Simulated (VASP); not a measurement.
# CuO (I4_132) in VASP: relaxation of cell and atoms with PBE

Aim: the relaxation of cell and atoms of CuO with PBE.

Everything below comes from runs of VASP 6.6.1. Logs are shortened: lines on timing, memory, paths and dates and some standing lists are left out, and cuts for length are marked.

## (1) The cell of the first run

It takes space group I4_132 (No. 214, cubic). Conventional cell: a = 6.017 Å, b = 6.017 Å, c = 6.017 Å, α = 90.00°, β = 90.00°, γ = 90.00°. Within 2.8 Å of Cu (site symmetry 32) lie 3 Cu at 2.13 Å and 2 O at 2.61 Å. Within 2.8 Å of O (site symmetry 32) lie 3 O at 2.13 Å and 2 Cu at 2.61 Å.

## (2) Relaxation of cell and atoms, PBE

Input file INCAR:

```
SYSTEM = CuO
PREC = Accurate ; ENCUT = 600
EDIFF = 1E-6 ; ISMEAR = 0
SIGMA = 0.02 ; LREAL = .FALSE.
LASPH = .TRUE. ; NELM = 60
ALGO = Normal ; ISIF = 3
LWAVE = .FALSE. ; LCHARG = .FALSE.
GGA = PE ; IBRION = 2
NSW = 100 ; EDIFFG = -0.01
```

Input file KPOINTS:

```
regular mesh
0
G
  8 8 8
  0 0 0
```

Input file POSCAR:

```
CuO
1.0
   -3.0085776742      3.0085776742      3.0085776742
    3.0085776742     -3.0085776742      3.0085776742
    3.0085776742      3.0085776742     -3.0085776742
Cu O
4 4
Direct
    0.2500000000      0.2500000000      0.2500000000
    0.5000000000      0.0000000000      0.2500000000
    0.0000000000      0.2500000000      0.5000000000
    0.2500000000      0.5000000000      0.0000000000
    0.7500000000      0.7500000000      0.7500000000
    0.5000000000      0.0000000000      0.7500000000
    0.0000000000      0.7500000000      0.5000000000
    0.7500000000      0.5000000000      0.0000000000
```

Potentials or basis: VASP PAW PBE potentials, release 64 (Cu, O).

Launch:

```console
cat potpaw_PBE.64/Cu/POTCAR potpaw_PBE.64/O/POTCAR > POTCAR
mpirun -np 1 vasp_std > vasp.out
```

OUTCAR:

```text
SYSTEM = CuO
   PREC = Accurate
   ENCUT = 600
   EDIFF = 1E-6
   ISMEAR = 0
   LREAL = .FALSE.
   LASPH = .TRUE.
   NELM = 60
   ISIF = 3
   GGA = PE
   IBRION = 2
   NSW = 100
   EDIFFG = -0.01

 ion  position               nearest neighbor table
   1  0.250  0.250  0.250-   2 2.13   3 2.13   4 2.13
   2  0.500  0.000  0.250-   1 2.13   3 2.13   4 2.13
   3  0.000  0.250  0.500-   1 2.13   4 2.13   2 2.13
   4  0.250  0.500  0.000-   1 2.13   3 2.13   2 2.13
   5  0.750  0.750  0.750-
   6  0.500  0.000  0.750-
   7  0.000  0.750  0.500-
   8  0.750  0.500  0.000-

  LATTYP: Found a body centered cubic cell.
 ALAT       =     6.0171553484

  Lattice vectors:

 A1 = (  -3.0085776742,   3.0085776742,   3.0085776742)
 A2 = (   3.0085776742,  -3.0085776742,   3.0085776742)
 A3 = (   3.0085776742,   3.0085776742,  -3.0085776742)

Analysis of symmetry for initial positions (statically):
=====================================================================
 Subroutine PRICEL returns:
 Original cell was already a primitive cell.

 Routine SETGRP: Setting up the symmetry group for a
 body centered cubic supercell.

 Subroutine GETGRP returns: Found 24 space group operations
 (whereof  3 operations were pure point group operations)
 out of a pool of 48 trial point group operations.

The static configuration has the point symmetry C_3 .
 The point group associated with its full space group is O   .

Analysis of symmetry for dynamics (positions and initial velocities):
=====================================================================
 Subroutine PRICEL returns:
 Original cell was already a primitive cell.

 Routine SETGRP: Setting up the symmetry group for a
 body centered cubic supercell.

 Subroutine GETGRP returns: Found 24 space group operations
 (whereof  3 operations were pure point group operations)
 out of a pool of 48 trial point group operations.

The dynamic configuration has the point symmetry C_3 .
 The point group associated with its full space group is O   .

 Subroutine INISYM returns: Found 24 space group operations
 (whereof  3 operations are pure point group operations),
 and found     1 'primitive' translations

----------------------------------------------------------------------------------------

                                     Primitive cell

  volume of cell :     108.9290

  direct lattice vectors                    reciprocal lattice vectors
    -3.008577674  3.008577674  3.008577674     0.000000000  0.166191488  0.166191488
     3.008577674 -3.008577674  3.008577674     0.166191488  0.000000000  0.166191488
     3.008577674  3.008577674 -3.008577674     0.166191488  0.166191488  0.000000000

  length of vectors
     5.211009390  5.211009390  5.211009390     0.235030256  0.235030256  0.235030256

  position of ions in fractional coordinates (direct lattice)
     0.250000000  0.250000000  0.250000000
     0.500000000  0.000000000  0.250000000
     0.000000000  0.250000000  0.500000000
     0.250000000  0.500000000  0.000000000
     0.750000000  0.750000000  0.750000000
     0.500000000  0.000000000  0.750000000
     0.000000000  0.750000000  0.500000000
     0.750000000  0.500000000  0.000000000

  ion indices of the primitive-cell ions
   primitive index   ion index
                 1           1
                 2           2
                 3           3
                 4           4
                 5           5
                 6           6
                 7           7
                 8           8

----------------------------------------------------------------------------------------

 KPOINTS: regular mesh

Automatic generation of k-mesh.
 Grid dimensions read from file:
 generate k-points for:    8    8    8

 Generating k-lattice:

  Cartesian coordinates                     Fractional coordinates (reciprocal lattice)
     0.000000000  0.020773936  0.020773936     0.125000000  0.000000000  0.000000000
     0.020773936  0.000000000  0.020773936     0.000000000  0.125000000  0.000000000
     0.020773936  0.020773936  0.000000000     0.000000000  0.000000000  0.125000000

  Length of vectors
     0.029378782  0.029378782  0.029378782

  Shift w.r.t. Gamma in fractional coordinates (k-lattice)
     0.000000000  0.000000000  0.000000000

 Subroutine IBZKPT returns following result:
 ===========================================

 Found     29 irreducible k-points:

 Following reciprocal coordinates:
            Coordinates               Weight
  0.000000  0.000000  0.000000      1.000000
  0.125000  0.000000  0.000000     12.000000
  0.250000  0.000000  0.000000     12.000000
  0.375000  0.000000  0.000000     12.000000
  0.500000  0.000000  0.000000      6.000000
  0.125000  0.125000  0.000000     24.000000
[... 16 lines left out ...]
 -0.250000  0.250000  0.250000      6.000000
 -0.375000  0.375000  0.250000     24.000000
 [... further k-points ...]
   k-points           NKPTS =     29   k-points in BZ     NKDIM =     29   number of bands    NBANDS=     40
   number of dos      NEDOS =    301   number of ions     NIONS =      8
   total plane-waves  NPLWV =  74088
   dimension x,y,z NGX =    42 NGY =   42 NGZ =   42
   dimension x,y,z NGXF=    84 NGYF=   84 NGZF=   84
   ions per type =               4   4
   NGX,Y,Z   is equivalent  to a cutoff of  13.40, 13.40, 13.40 a.u.
   NGXF,Y,Z  is equivalent  to a cutoff of  26.80, 26.80, 26.80 a.u.
 SYSTEM =  CuO
   PREC   = accura    normal or accurate (medium, high low for compatibility)
   ISTART =      0    job   : 0-new  1-cont  2-samecut
   ICHARG =      2    charge: 1-file 2-atom 10-const
   ISPIN  =      1    spin polarized calculation?
   LNONCOLLINEAR =      F non collinear calculations
   LSORBIT =      F    spin-orbit coupling
   LASPH  =      T    aspherical Exc in radial PAW
   ENCUT  =  600.0 eV  44.10 Ry    6.64 a.u.  10.41 10.41 10.41*2*pi/ulx,y,z
   NELM   =     60;   NELMIN=  2; NELMDL= -5     # of ELM steps
   EDIFF  = 0.1E-05   stopping-criterion for ELM
   LREAL  =      F    real-space projection
   EDIFFG = -.1E-01   stopping-criterion for IOM
   NSW    =    100    number of steps for IOM
   IBRION =      2    ionic relax: 0-MD 1-quasi-New 2-CG
   NFREE  =      1    steps in history (QN), initial steepest desc. (CG)
   ISIF   =      3    stress and relaxation
   ISYM   =      2    0-nonsym 1-usesym 2-fastsym
   POTIM  = 0.5000    time-step for ionic-motion
   TEBEG  =    0.0;   TEEND  =   0.0 temperature during run
   PSTRESS=    0.0 pullay stress
   NELECT =      68.0000    total number of electrons
   NUPDOWN=      -1.0000    fix difference up-down
   EMIN   =  10.00;   EMAX   =-10.00  energy-range for DOS
   EFERMI =   0.00;   METHOD = LEGACY
   ISMEAR =     0;   SIGMA  =   0.02  broadening in eV -4-tet -1-fermi 0-gaus
   EFERMI_NEDOS =   21; number of points for ismear=-14 and -15
   IALGO  =     38    algorithm
   IMIX   =      4    mixing-type and parameters
     AMIX     =   0.40;   BMIX     =  1.00
     AMIX_MAG =   1.60;   BMIX_MAG =  1.00
  volume/ion in A,a.u.               =      13.62        91.89
  Fermi-wavevector in a.u.,A,eV,Ry     =   1.399147  2.644004 26.634920  1.957611
  Thomas-Fermi vector in A             =   2.522235
   LORBIT       =      0    0 simple, 1 ext, 2 COOP (PROOUT), +10 PAW based schemes
   GGA     = PE    functional components
   LHFCALC =     F    Hartree Fock is set to
   AEXX    =    0.0000 exact exchange contribution
   IVDW    =     0    specifies the selected vdW correction
   LEPSILON=     F    determine dielectric tensor
   LRPA    =     F    only Hartree local field effects (RPA)
 conjugate gradient relaxation of ions
 non-spin polarized calculation
 Gauss-broadening in eV      SIGMA  =   0.02
  energy-cutoff  :      600.00
  volume of cell :      108.93
 maximum number of plane-waves:      3656
 NGX is ok and might be reduce to    42
   NGX = 21   NGY = 21   NGZ = 21

 number of electron      67.9999990 magnetization

 Free energy of the ion-electron system (eV)
  ---------------------------------------------------
  ext. energy  EPLUGINS =         0.00000000
  ---------------------------------------------------
  free energy    TOTEN  =       -23.31566846 eV

  energy without entropy =      -23.31566846  energy(sigma->0) =      -23.31566846

 E-fermi :   2.3300     XC(G=0): -10.4122

 val. band max:        2.2039444710   @ k =   0.2500   0.2500   0.2500
 cond. band min:       2.4719126522   @ k =  -0.3750   0.3750   0.2500
 fundamental gap:      0.2679681812
 Fermi energy:         2.3299770711

 k-point     1 :       0.0000    0.0000    0.0000
  band No.  band energies     occupation
      1     -16.2249      2.00000
      2     -14.1123      2.00000
      3     -14.1123      2.00000
      4     -14.1123      2.00000
      5      -2.4339      2.00000
      6      -2.1470      2.00000
[... 32 lines left out ...]
     39       4.9004      0.00000
     40       4.9004      0.00000

 k-point     2 :       0.1250    0.0000    0.0000
  band No.  band energies     occupation
      1     -16.1873      2.00000
      2     -14.4531      2.00000
      3     -14.1123      2.00000
      4     -13.8031      2.00000
      5      -2.5186      2.00000
      6      -2.1669      2.00000
[... 32 lines left out ...]
     39       4.8456      0.00000
     40       5.6585      0.00000

 k-point     3 :       0.2500    0.0000    0.0000
  band No.  band energies     occupation
      1     -16.0806      2.00000
      2     -14.7929      2.00000
      3     -14.1121      2.00000
      4     -13.5553      2.00000
      5      -2.7079      2.00000
      6      -2.2096      2.00000
[... 32 lines left out ...]
     39       4.7500      0.00000
     40       5.9277      0.00000

 k-point     4 :       0.3750    0.0000    0.0000
  band No.  band energies     occupation
      1     -15.9325      2.00000
      2     -15.0871      2.00000
      3     -14.1119      2.00000
      4     -13.3946      2.00000
      5      -2.8765      2.00000
      6      -2.2486      2.00000
[... 32 lines left out ...]
     39       4.7036      0.00000
     40       5.9437      0.00000
[... 772 lines left out ...]
     39       4.3743      0.00000
     40       4.3743      0.00000

 k-point    23 :      -0.2500    0.2500    0.2500
  band No.  band energies     occupation
      1     -15.9349      2.00000
      2     -14.9109      2.00000
      3     -14.4572      2.00000
      4     -13.2117      2.00000
      5      -2.8835      2.00000
      6      -2.0334      2.00000
[... 32 lines left out ...]
     39       3.6345      0.00000
     40       6.3447      0.00000

 k-point    24 :      -0.3750    0.3750    0.2500
  band No.  band energies     occupation
      1     -15.7803      2.00000
      2     -15.0987      2.00000
      3     -14.5572      2.00000
      4     -13.0597      2.00000
      5      -2.9323      2.00000
      6      -2.0759      2.00000
[... 32 lines left out ...]
     39       3.7374      0.00000
     40       6.1285      0.00000

 [... further k-points ...]
[... 5 lines left out ...]
  --------------------------------------------------------------------------------------
  -------------------------------------------------------------------------------------
  Total       -0.0442604     -0.0442604     -0.0442604     -0.0000000     -0.0000000      0.0000000
  in kB       -0.6510021     -0.6510021     -0.6510021     -0.0000000     -0.0000000      0.0000000
  external PRESSURE =      -0.6510021 kB  Pullay stress =       0.0000000 kB

 VOLUME and BASIS-vectors are now :
 -----------------------------------------------------------------------------
  energy-cutoff  :      600.00
  volume of cell :      108.93
      direct lattice vectors                 reciprocal lattice vectors
    -3.008577674  3.008577674  3.008577674     0.000000000  0.166191488  0.166191488
     3.008577674 -3.008577674  3.008577674     0.166191488  0.000000000  0.166191488
     3.008577674  3.008577674 -3.008577674     0.166191488  0.166191488  0.000000000

 POSITION                                       TOTAL-FORCE (eV/Angst)
 -----------------------------------------------------------------------------------
      0.75214      0.75214      0.75214         0.000000     -0.000000      0.000000
     -0.75214      2.25643      0.75214         0.000000      0.000000     -0.000000
      2.25643      0.75214     -0.75214         0.000000     -0.000000     -0.000000
      0.75214     -0.75214      2.25643        -0.000000     -0.000000     -0.000000
      2.25643      2.25643      2.25643        -0.000000      0.000000      0.000000
      0.75214      3.76072     -0.75214        -0.000000      0.000000      0.000000
      3.76072     -0.75214      0.75214        -0.000000      0.000000      0.000000
     -0.75214      0.75214      3.76072        -0.000000      0.000000      0.000000
 -----------------------------------------------------------------------------------
    total drift:                                0.000000     -0.000000      0.000000

  FREE ENERGIE OF THE ION-ELECTRON SYSTEM (eV)
  ---------------------------------------------------
  free  energy   TOTEN  =       -23.3156684580 eV

  energy  without entropy=      -23.3156684580  energy(sigma->0) =      -23.31566846

 reached required accuracy - stopping structural energy minimisation
```

Run time: 2.4 min. Hardware: 1 thread of Intel Xeon 6975P-C (Granite Rapids), shared host; peak memory 0.32 GiB.

Results:

```yaml
Free_energy: -23.3157 eV
Pressure_after_relaxing: -0.1 GPa
Band_gap_on_the_k_mesh: 0.27 eV, indirect (least direct gap 0.36 eV)
```

Final structure:
```
Cu O
1.0
    -3.00858    3.00858    3.00858
     3.00858   -3.00858    3.00858
     3.00858    3.00858   -3.00858
Cu O
4 4
Direct
  0.25000 0.25000 0.25000
  0.50000 0.00000 0.25000
  0.00000 0.25000 0.50000
  0.25000 0.50000 0.00000
  0.75000 0.75000 0.75000
  0.50000 0.00000 0.75000
  0.00000 0.75000 0.50000
  0.75000 0.50000 0.00000
```

Levels at points of the mesh, in eV from the valence-band top:
```csv
k point,band 32,band 33,band 34,band 35,band 36,band 37
"(0.00, 0.00, 0.00)",-1.17,-1.17,-1.17,0.88,0.88,0.88
"(0.50, 0.00, 0.00)",-0.70,-0.59,-0.38,0.45,0.51,0.62
"(0.50, 0.50, 0.50)",-0.64,-0.64,-0.56,0.92,0.92,1.13
```

Caveat: the relaxation stopped at its first step, so nothing moved. A k mesh can miss the band edges.
